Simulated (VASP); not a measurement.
Crystal: Pt.

```
Pt
1.0
     2.55000    0.00000    0.00000
     0.00000    2.55000    0.00000
     0.00000    0.00000    2.55000
Pt
1
Cartesian
  0.0000 0.0000 0.0000
```

This isn't the form of Pt at room conditions, which is fcc.

```yaml
Program: VASP 6.6.1
Task: relaxation of cell and atoms
Functional: PBE
Potentials_or_basis: VASP PAW PBE potentials, release 64 (Pt)
Cutoff: 500 eV
k_mesh: 9 × 9 × 9
Occupations: gaussian, width 0.05 eV
Spin: no spin polarisation
```

At the start: pressure 20.2 GPa; volume 16.58 Å³/atom.

Where does the relaxation end?

Over 17 steps the energy falls by 85.8 meV/atom and the volume is 18.06 Å³/atom (+8.9 %); space group Pm-3m (No. 221, to 0.1 Å) before and after.

Step by step:
```csv
step,energy change (eV),largest force (eV/Å),pressure (GPa),volume (Å³)
1,0.0000,0.0000,20.25,16.58
2,0.2623,0.0000,-21.65,22.14
3,-0.0854,0.0000,-1.15,18.17
4,-0.0858,0.0000,-0.18,18.08
5,-0.0858,0.0000,0.15,18.05
6,-0.0858,0.0000,0.15,18.05
7,-0.0858,0.0000,0.14,18.05
8,-0.0858,0.0000,0.14,18.05
9,-0.0858,0.0000,0.14,18.05
10,-0.0858,0.0000,0.14,18.05
11,-0.0858,0.0000,0.14,18.05
12,-0.0858,0.0000,0.14,18.05
13,-0.0858,0.0000,0.14,18.05
14,-0.0858,0.0000,0.13,18.05
15,-0.0858,0.0000,0.13,18.05
16,-0.0858,0.0000,0.11,18.05
17,-0.0858,0.0000,0.07,18.06
```

Final structure:
```
CELL_PARAMETERS angstrom
2.62347 0.00000 0.00000
0.00000 2.62347 0.00000
0.00000 0.00000 2.62347
ATOMIC_POSITIONS crystal
Pt 0.00000 0.00000 0.00000
```
